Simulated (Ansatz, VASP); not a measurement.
Two plane-wave programs on TiAl

Contents of INCAR:

```
SYSTEM = TiAl
ALGO = Fast
EDIFF = 1E-6
ENCUT = 520
GGA = PS
ISIF = 2
ISMEAR = 0
LASPH = .True.
LCHARG = .False.
LREAL = .False.
LWAVE = .False.
NBANDS = 14
NELM = 60
PREC = Accurate
SIGMA = 0.15
```

The input KPOINTS:

```
k-points
0
Gamma
  20 20 20
  0 0 0
```

File POSCAR:

```
TiAl
1.0
    3.1564740774      0.0000000000      0.0000000000
    0.0000000000      3.1564740774      0.0394559260
    0.0000000000      0.0394559260      3.1564740774
Ti Al
1 1
Direct
    0.0000000000      0.0000000000      0.0000000000
    0.5000000000      0.5000000000      0.5000000000
```

Input for Ansatz:

```yaml
crystal:
  lattice:
    - [3.1564740774, 0.0, 0.0]
    - [0.0, 3.1564740774, 0.039455926]
    - [0.0, 0.039455926, 3.1564740774]
  atoms:
    - { symbol: Ti, position: [0.0, 0.0, 0.0] }
    - { symbol: Al, position: [0.5, 0.5, 0.5] }
basis:
  ecutwfc: 420
kpoints:
  mp_grid: { grid: [20, 20, 20] }
hamiltonian:
  xc: pbesol
scf:
  occupations: { method: gaussian, width: 0.15 }
output:
  forces: true
  stress: true
  eigenvalues: true
```

Change from the starting cell: strain +0.0250 x Voigt [0, 0, 0, 1, 0, 0], atoms carried along.

Alike in both runs: task single point; functional PBEsol; k mesh 20 × 20 × 20; occupations gaussian, width 0.15 eV; no spin polarisation.

|  | VASP | Ansatz |
| --- | --- | --- |
| version | VASP 6.6.1 | Ansatz 0.2.0 |
| potentials or method | VASP PAW PBE potentials, release 64 (Ti_sv, Al), cutoff 520 eV | scalar-relativistic, plane waves, PAW |
| valence electrons in the cell | 15 | 15 |

```tsv
	VASP	Ansatz	Ansatz less VASP
gap on the k mesh at the Fermi level (eV)	none	none	-
pressure (GPa)	0.2	0.1	-0.06
traceless stress, the component that is largest in VASP (GPa)	-1.87	-1.86	+0.007
```

VASP's potentials were made for PBE, not for PBEsol. A gap of «none» marks a metal or a gap that the smearing closes. The functional is the same, so the differences come from potentials, cutoffs and numerics.
